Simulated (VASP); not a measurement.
# Si: relaxation of cell and atoms with PBE

Crystal: Si.

```
CELL_PARAMETERS angstrom
3.85146 0.00000 0.00000
-1.92573 3.33546 0.00000
0.00000 0.00000 9.54734
ATOMIC_POSITIONS crystal
Si 0.00000 0.00000 0.00000
Si 0.00000 0.00000 0.25000
Si 0.33333 0.66667 0.33333
Si 0.33333 0.66667 0.58333
Si 0.66667 0.33333 0.66667
Si 0.66667 0.33333 0.91667
```

```yaml
Program: VASP 6.6.1
Task: relaxation of cell and atoms
Functional: PBE
Potentials_or_basis: VASP PAW PBE potentials, release 64 (Si)
Cutoff: 600 eV
k_mesh: 12 × 12 × 4
Occupations: gaussian, width 0.02 eV
Spin: no spin polarisation
Dipole_correction: no
Further_INCAR_settings: ALGO = Normal; EDIFF = 1e-07; IBRION = 2; EDIFFG = -0.01; NSW = 65; ISIF = 3
```

```
Energy gained by relaxing : 1.2 meV/atom
Ionic steps               : 5
Pressure after relaxing   : 0.0 GPa
Band gap on the k mesh    : 0.65 eV
```

The path:
```
step  energy change (eV)  largest force (eV/Å)  pressure (GPa)  volume (Å³)
   1              0.0000                0.1198            0.03       122.65
   2             -0.0033                0.1794           -0.02       122.71
   3             -0.0064                0.0536           -0.02       122.69
   4             -0.0071                0.0197            0.01       122.66
   5             -0.0072                0.0012            0.02       122.64
```

Final structure:
```xyz
6
Lattice="3.8667 0.0000 0.0000 -1.9334 3.3487 0.0000 0.0000 0.0000 9.4713" Properties=species:S:1:pos:R:3 pbc="T T T"
Si    0.0000    0.0000    9.4712
Si    0.0000    0.0000    2.3679
Si    0.0000    2.2325    3.1570
Si    0.0000    2.2325    5.5250
Si    1.9334    1.1162    6.3141
Si    1.9334    1.1162    8.6821
```

Levels at points of the mesh, in eV from the valence-band top:
```csv
k point,band 9,band 10,band 11,band 12,band 13,band 14,band 15,band 16
"(0.00, 0.00, 0.00)",-0.98,0.00,0.00,0.00,1.69,1.69,2.56,2.56
"(0.50, 0.00, 0.00)",-2.73,-2.73,-1.74,-1.74,0.75,0.75,2.04,2.04
"(0.00, 0.00, 0.50)",-0.44,-0.44,-0.44,-0.44,1.47,2.29,2.29,3.19
"(0.50, 0.00, 0.50)",-2.50,-2.50,-1.18,-1.18,1.10,1.10,1.47,2.72
```

Wall time 5.7 min on 1 thread of Intel(R) Xeon(R) Platinum 8259CL CPU @ 2.50GHz (Skylake/Cascade Lake) (shared host), peak memory 0.34 GiB.

A k mesh can miss the band edges.
